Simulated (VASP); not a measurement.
# Na (P6_3/mmc) in VASP: further runs, part 2 of 2

VASP 6.6.1. The steps go on from the part before.

### 4 Molecular dynamics, PBEsol (dynamics (nve) at 2600 K, volume x 1.1, from the last frame before)

Contents of INCAR:

```
SYSTEM = Na
  PREC = Accurate
  ENCUT = 520
  EDIFF = 1E-5
  ISMEAR = -1
  SIGMA = 0.2241
  LREAL = Auto
  LASPH = .True.
  NELM = 100
  ALGO = Fast
  ISIF = 2
  LWAVE = .False.
  LCHARG = .False.
  GGA = PS
  IBRION = 0
  NSW = 19
  POTIM = 1.5
  TEBEG = 2600.0
  TEEND = 2600.0
  ISYM = 0
  NELMIN = 4
  RANDOM_SEED = 33104 0 0
  MDALGO = 1
  ANDERSEN_PROB = 0.0
```

Contents of KPOINTS:

```
Automatic mesh
0
Gamma
  2 2 2
  0.5 0.5 0.5
```

Contents of POSCAR:

```
Na
1.0
    0.0000000000      6.7352531595      6.3526518305
   -5.8329003371     -3.3676265798      6.3526518305
    5.8329003371     -3.3676265798      6.3526518305
Na
18
Direct
    0.3055555556      0.6388888889      0.3055555556
    0.6388888889      0.6388888889      0.9722222222
    0.3055555556      0.3055555556      0.6388888889
    0.3055555556      0.9722222222      0.9722222222
    0.6388888889      0.3055555556      0.3055555556
    0.9722222222      0.6388888889      0.6388888889
    0.9722222222      0.3055555556      0.9722222222
    0.6388888889      0.9722222222      0.6388888889
    0.9722222222      0.9722222222      0.3055555556
    0.3611111111      0.6944444444      0.6944444444
    0.6944444444      0.6944444444      0.3611111111
    0.3611111111      0.3611111111      0.0277777778
    0.3611111111      0.0277777778      0.3611111111
    0.6944444444      0.3611111111      0.6944444444
    0.0277777778      0.6944444444      0.0277777778
    0.0277777778      0.3611111111      0.3611111111
    0.6944444444      0.0277777778      0.0277777778
    0.0277777778      0.0277777778      0.6944444444
```

Potentials or basis: VASP PAW PBE potentials, release 64 (Na_pv).

The run is started by

```console
$ cat potpaw_PBE.64/Na_pv/POTCAR > POTCAR
$ mpirun -np 1 vasp_std > vasp.out
```

OUTCAR:

```text
SYSTEM = Na
   PREC = Accurate
   ENCUT = 520
   EDIFF = 1E-5
   ISMEAR = -1
   LREAL = Auto
   LASPH = .True.
   NELM = 100
   ISIF = 2
   GGA = PS
   IBRION = 0
   NSW = 19
   POTIM = 1.5
   TEBEG = 2600.0
   ISYM = 0
   NELMIN = 4

 ion  position               nearest neighbor table
   1  0.306  0.639  0.306-
   2  0.639  0.639  0.972-
   3  0.306  0.306  0.639-
   4  0.306  0.972  0.972-
   5  0.639  0.306  0.306-
   6  0.972  0.639  0.639-
[... 10 lines left out ...]
  17  0.694  0.028  0.028-
  18  0.028  0.028  0.694-

IMPORTANT INFORMATION: All symmetrisations will be switched off!
NOSYMM: (Re-)initialisation of all symmetry stuff for point group C_1.

----------------------------------------------------------------------------------------

                                     Primitive cell

  volume of cell :     748.7120

  direct lattice vectors                    reciprocal lattice vectors
     0.000000000  6.735253160  6.352651831     0.000000000  0.098981679  0.052471526
    -5.832900337 -3.367626580  6.352651831    -0.085720649 -0.049490840  0.052471526
     5.832900337 -3.367626580  6.352651831     0.085720649 -0.049490840  0.052471526

  length of vectors
     9.258499900  9.258499900  9.258499900     0.112029611  0.112029611  0.112029611

  position of ions in fractional coordinates (direct lattice)
     0.305555556  0.638888889  0.305555556
     0.638888889  0.638888889  0.972222222
     0.305555556  0.305555556  0.638888889
     0.305555556  0.972222222  0.972222222
     0.638888889  0.305555556  0.305555556
     0.972222222  0.638888889  0.638888889
[... 10 lines left out ...]
     0.694444444  0.027777778  0.027777778
     0.027777778  0.027777778  0.694444444

  ion indices of the primitive-cell ions
   primitive index   ion index
                 1           1
                 2           2
                 3           3
                 4           4
                 5           5
                 6           6
[... 10 lines left out ...]
                17          17
                18          18

----------------------------------------------------------------------------------------

 KPOINTS: Automatic mesh

Automatic generation of k-mesh.
 Grid dimensions read from file:
 generate k-points for:    2    2    2

 Generating k-lattice:

  Cartesian coordinates                     Fractional coordinates (reciprocal lattice)
     0.000000000  0.049490840  0.026235763     0.500000000 -0.000000000 -0.000000000
    -0.042860324 -0.024745420  0.026235763     0.000000000  0.500000000  0.000000000
     0.042860324 -0.024745420  0.026235763     0.000000000  0.000000000  0.500000000

  Length of vectors
     0.056014806  0.056014806  0.056014806

  Shift w.r.t. Gamma in fractional coordinates (k-lattice)
     0.500000000  0.500000000  0.500000000

 Subroutine IBZKPT returns following result:
 ===========================================

 Found      4 irreducible k-points:

 Following reciprocal coordinates:
            Coordinates               Weight
  0.250000  0.250000  0.250000      2.000000
 -0.250000  0.250000  0.250000      2.000000
  0.250000 -0.250000  0.250000      2.000000
  0.250000  0.250000 -0.250000      2.000000
   k-points           NKPTS =      4   k-points in BZ     NKDIM =      4   number of bands    NBANDS=     75
   number of dos      NEDOS =    301   number of ions     NIONS =     18
   total plane-waves  NPLWV = 343000
   dimension x,y,z NGX =    70 NGY =   70 NGZ =   70
   dimension x,y,z NGXF=   140 NGYF=  140 NGZF=  140
   ions per type =              18
   NGX,Y,Z   is equivalent  to a cutoff of  12.57, 12.57, 12.57 a.u.
   NGXF,Y,Z  is equivalent  to a cutoff of  25.14, 25.14, 25.14 a.u.
 SYSTEM =  Na
   PREC   = accura    normal or accurate (medium, high low for compatibility)
   ISTART =      0    job   : 0-new  1-cont  2-samecut
   ICHARG =      2    charge: 1-file 2-atom 10-const
   ISPIN  =      1    spin polarized calculation?
   LNONCOLLINEAR =      F non collinear calculations
   LSORBIT =      F    spin-orbit coupling
   LASPH  =      T    aspherical Exc in radial PAW
   ENCUT  =  520.0 eV  38.22 Ry    6.18 a.u.  17.21 17.21 17.21*2*pi/ulx,y,z
   NELM   =    100;   NELMIN=  4; NELMDL= -5     # of ELM steps
   EDIFF  = 0.1E-04   stopping-criterion for ELM
   LREAL  =      T    real-space projection
   EDIFFG = 0.1E-03   stopping-criterion for IOM
   NSW    =     19    number of steps for IOM
   IBRION =      0    ionic relax: 0-MD 1-quasi-New 2-CG
   NFREE  =      0    steps in history (QN), initial steepest desc. (CG)
   ISIF   =      2    stress and relaxation
   ISYM   =      0    0-nonsym 1-usesym 2-fastsym
   POTIM  = 1.5000    time-step for ionic-motion
   TEBEG  = 2600.0;   TEEND  =2600.0 temperature during run
   PSTRESS=    0.0 pullay stress
   NELECT =     126.0000    total number of electrons
   NUPDOWN=      -1.0000    fix difference up-down
   EMIN   =  10.00;   EMAX   =-10.00  energy-range for DOS
   EFERMI =   0.00;   METHOD = LEGACY
   ISMEAR =    -1;   SIGMA  =   0.22  broadening in eV -4-tet -1-fermi 0-gaus
   EFERMI_NEDOS =   21; number of points for ismear=-14 and -15
   IALGO  =     68    algorithm
   IMIX   =      4    mixing-type and parameters
     AMIX     =   0.40;   BMIX     =  1.00
     AMIX_MAG =   1.60;   BMIX_MAG =  1.00
  volume/ion in A,a.u.               =      41.60       280.70
  Fermi-wavevector in a.u.,A,eV,Ry     =   0.903844  1.708017 11.115058  0.816934
  Thomas-Fermi vector in A             =   2.027219
   LORBIT       =      0    0 simple, 1 ext, 2 COOP (PROOUT), +10 PAW based schemes
   GGA     = PS    functional components
   LHFCALC =     F    Hartree Fock is set to
   AEXX    =    0.0000 exact exchange contribution
   IVDW    =     0    specifies the selected vdW correction
   LEPSILON=     F    determine dielectric tensor
   LRPA    =     F    only Hartree local field effects (RPA)
 molecular dynamics for ions
 non-spin polarized calculation
 RMM-DIIS sequential band-by-band and
  energy-cutoff  :      520.00
  volume of cell :      748.71
 maximum number of plane-waves:     20178
 NGX is ok and might be reduce to    70
   NGX = 35   NGY = 35   NGZ = 35

--------------------------------------- Ionic step        1  -------------------------------------------

 number of electron     126.0000015 magnetization

 Free energy of the ion-electron system (eV)
  ---------------------------------------------------
  ext. energy  EPLUGINS =         0.00000000
  ---------------------------------------------------
  free energy    TOTEN  =       -25.40204966 eV

  energy without entropy =      -23.59998140  energy(sigma->0) =      -24.50101553

------------------------ aborting loop because EDIFF is reached ----------------------------------------

  FORCE on cell =-STRESS in cart. coord.  units (eV):
  Direction    XX          YY          ZZ          XY          YZ          ZX
  --------------------------------------------------------------------------------------
  -------------------------------------------------------------------------------------
  Total       -1.5020173     -1.5018759     -2.6021001     -0.0000361     -0.0000008     -0.0000240
  in kB       -3.2141839     -3.2138814     -5.5682636     -0.0000773     -0.0000017     -0.0000514
  external PRESSURE =      -3.9987763 kB  Pullay stress =       0.0000000 kB
[... 163 lines left out ...]
  ENERGY OF THE ELECTRON-ION-THERMOSTAT SYSTEM (eV)
  ---------------------------------------------------
% ion-electron   TOTEN  =       -25.392157  see above
  kinetic energy EKIN   =         5.702447
  kin. lattice  EKIN_LAT=         0.000000  (temperature 2595.05 K)
  nose potential ES     =         0.000000
  nose kinetic   EPS    =         0.000000
  ---------------------------------------------------
  total energy   ETOTAL =       -19.689710 eV

[... ionic steps 4 to 16 ...]

--------------------------------------- Ionic step       17  -------------------------------------------

 number of electron     125.9999994 magnetization

------------------------ aborting loop because EDIFF is reached ----------------------------------------
[... 119 lines left out ...]
--------------------------------------- Ionic step       19  -------------------------------------------

 number of electron     126.0000011 magnetization

 Free energy of the ion-electron system (eV)
  ---------------------------------------------------
  ext. energy  EPLUGINS =         0.00000000
  ---------------------------------------------------
  free energy    TOTEN  =       -24.63642228 eV

  energy without entropy =      -22.85475665  energy(sigma->0) =      -23.74558947

 E-fermi :   0.0243     XC(G=0):  -6.1914

 val. band max:       -0.1993191733   @ k =   0.2500   0.2500   0.2500
 cond. band min:       0.0430418183   @ k =   0.2500   0.2500  -0.2500
 fundamental gap:      0.2423609916
 Fermi energy:         0.0242665358

 k-point     1 :       0.2500    0.2500    0.2500
  band No.  band energies     occupation
      1     -24.9873      2.00000
      2     -24.9849      2.00000
      3     -24.9815      2.00000
      4     -24.9809      2.00000
      5     -24.9770      2.00000
      6     -24.9762      2.00000
[... 352 lines left out ...]
  ENERGY OF THE ELECTRON-ION-THERMOSTAT SYSTEM (eV)
  ---------------------------------------------------
% ion-electron   TOTEN  =       -24.636422  see above
  kinetic energy EKIN   =         4.961058
  kin. lattice  EKIN_LAT=         0.000000  (temperature 2257.66 K)
  nose potential ES     =         0.000000
  nose kinetic   EPS    =         0.000000
  ---------------------------------------------------
  total energy   ETOTAL =       -19.675364 eV
```

Wall time 18 min (1 thread of Intel Xeon Platinum 8559C (Emerald Rapids), shared host); peak memory 1 GiB.

Step by step:
```csv
step,potential energy change (eV),largest force (eV/Å),pressure (GPa),volume (Å³),temperature (K)
1,0.0000,0.0009,-0.40,748.71,2600
2,0.0025,0.0223,-0.65,748.71,2599
3,0.0099,0.0398,-0.67,748.71,2595
4,0.0221,0.0495,-0.68,748.71,2590
5,0.0392,0.0725,-0.65,748.71,2582
6,0.0611,0.0896,-0.65,748.71,2573
7,0.0877,0.1083,-0.63,748.71,2561
8,0.1191,0.1277,-0.62,748.71,2547
9,0.1553,0.1471,-0.60,748.71,2531
10,0.1962,0.1675,-0.59,748.71,2513
11,0.2417,0.1883,-0.57,748.71,2493
12,0.2918,0.2103,-0.55,748.71,2470
13,0.3465,0.2365,-0.51,748.71,2446
14,0.4057,0.2610,-0.48,748.71,2419
15,0.4693,0.2871,-0.45,748.71,2391
16,0.5372,0.3126,-0.42,748.71,2360
17,0.6093,0.3396,-0.39,748.71,2328
18,0.6855,0.3656,-0.37,748.71,2294
19,0.7656,0.3923,-0.34,748.71,2258
```

Caveat: the cell differs from its parent crystal (dynamics (nve) at 2600 K, volume x 1.1, from the last frame before); the PAW data sets were made with another functional, which shifts forces and pressure a little.

### 5 Overview

```csv
task,cell,smearing,gap on the mesh (eV),pressure (GPa)
single point,"a = 8.969 Å, angles 78.1°, 18 atoms",gaussian 0.1 eV,none,-0.2
single point,"a = 8.969 Å, angles 78.1°, 18 atoms",fermi-dirac 0.2241 eV,none,-0.1
molecular dynamics,"a = 9.258 Å, angles 78.1°, 18 atoms",fermi-dirac 0.2241 eV,-,-
```

Alike in all rows: level PBEsol; potentials or basis VASP PAW PBE potentials, release 64 (Na_pv); no spin polarisation; k mesh 2 × 2 × 2, shifted; cutoff (eV) 520.

Caveats: some runs use coarse meshes; the PAW data sets were made with another functional, which shifts forces and pressure a little.

Total energies depend on the potentials used, so only differences within one code and one set of settings carry meaning.
